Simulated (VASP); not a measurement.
A run of VASP 6.6.1 is set up as follows.

File INCAR:

```
SYSTEM = AlNi
PREC     = Accurate       ! precision mode
ENCUT    = 600            ! plane-wave cutoff, eV
EDIFF    = 1E-6           ! SCF threshold, eV
ISMEAR   = 0              ! smearing method
SIGMA    = 0.1            ! smearing width, eV
LREAL    = .FALSE.        ! projectors in reciprocal space
LASPH    = .TRUE.         ! aspherical terms in the spheres
NELM     = 80             ! most SCF steps
ALGO     = Fast           ! electronic algorithm
ISIF     = 3              ! what is computed and relaxed
LWAVE    = .FALSE.        ! write WAVECAR
LCHARG   = .FALSE.        ! write CHGCAR
GGA      = PE             ! functional
IBRION   = 2              ! ionic algorithm
NSW      = 70             ! ionic steps
EDIFFG   = -0.008         ! ionic threshold
PSTRESS  = 40.0
```

KPOINTS

```
Automatic mesh
0
G
  14 14 14
  0 0 0
```

Contents of POSCAR:

```
AlNi
1.0
    2.8700432978      0.0000000000      0.0000000000
    0.0000000000      2.8700432978      0.0000000000
    0.0000000000      0.0000000000      2.8700432978
Al Ni
1 1
Direct
    0.5000000000      0.5000000000      0.5000000000
    0.0000000000      0.0000000000      0.0000000000
```

Potentials or basis: VASP PAW PBE potentials, release 64 (Al, Ni).

Run with:

```console
$ cat potpaw_PBE.64/Al/POTCAR potpaw_PBE.64/Ni/POTCAR > POTCAR
$ mpirun -np 1 vasp_std > vasp.out
```

Question: What does it give for the relaxed volume?

Answer: 11.81 Å³/atom.

Question: Predict the band gap on the k mesh.

Answer: Zero (an odd number of electrons rules out a gap without spin polarisation).

Question: What does it give for the space group after relaxing (to 0.1 Å)?

Answer: Pm-3m (No. 221).

Final structure:
```cif
data_structure
_symmetry_space_group_name_H-M 'P 1'
_symmetry_Int_Tables_number 1
_cell_length_a 2.8692
_cell_length_b 2.8692
_cell_length_c 2.8692
_cell_angle_alpha 90.000
_cell_angle_beta 90.000
_cell_angle_gamma 90.000
_cell_volume 23.62
loop_
_atom_site_label
_atom_site_type_symbol
_atom_site_fract_x
_atom_site_fract_y
_atom_site_fract_z
_atom_site_occupancy
Al1 Al 0.50000 0.50000 0.50000 1
Ni1 Ni 0.00000 0.00000 0.00000 1
```

Caveat: the cell is relaxed towards a set pressure, so the run minimises the enthalpy, not the energy. Spin polarisation is off, so any magnetic state and its effect on volume and gap are missing.
